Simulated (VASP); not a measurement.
Write the native input for VASP 6.6.1 that does the following.

```yaml
Task: single point
Functional: PBEsol
Potentials_or_basis: VASP PAW PBE potentials, release 64 (La)
Cutoff: 520 eV
k_mesh: 12 × 12 × 7
Occupations: fermi-dirac, width 0.05 eV
Spin: no spin polarisation
Dipole_correction: no
Further_INCAR_settings: ALGO = Normal; EDIFF = 1e-06; NBANDS = 18
```

The structure of La lies in POSCAR:

```
La
1.0
    3.7832986048      0.0000000000      0.0000000000
   -1.8916493024      3.2764327018      0.0000000000
    0.0000000000      0.0000000000      6.0761089585
La
2
Direct
    0.3333333333      0.6666666667      0.2500000000
    0.6666666667      0.3333333333      0.7500000000
```

These files were run (other wordings do the same):

INCAR

```
SYSTEM = La
  PREC = Accurate
  ENCUT = 520
  EDIFF = 1E-6
  ISMEAR = -1
  SIGMA = 0.05
  LREAL = .False.
  LASPH = .True.
  NELM = 80
  ALGO = Normal
  ISIF = 2
  LWAVE = .False.
  LCHARG = .False.
  GGA = PS
  NBANDS = 18
```

KPOINTS

```
Automatic mesh
0
Gamma
  12 12 7
  0 0 0
```

Potentials or basis: VASP PAW PBE potentials, release 64 (La).

Command:

```bash
$ cat potpaw_PBE.64/La/POTCAR > POTCAR
$ mpirun -np 1 vasp_std > vasp.out
```

It gave:

```
Pressure               : -2.0 GPa
Band gap on the k mesh : zero (band 11 reaches 8.71 eV, above the bottom of band 12 at 7.36 eV)
```

Caveat: the PAW data sets were made with another functional, which shifts forces and pressure a little; spin-orbit coupling is left out, which moves the levels of the heavy elements.

Run time: 49 s on 1 thread of Intel(R) Xeon(R) 6975P-C (Granite Rapids), with other jobs on the host, peak memory 0.26 GiB.
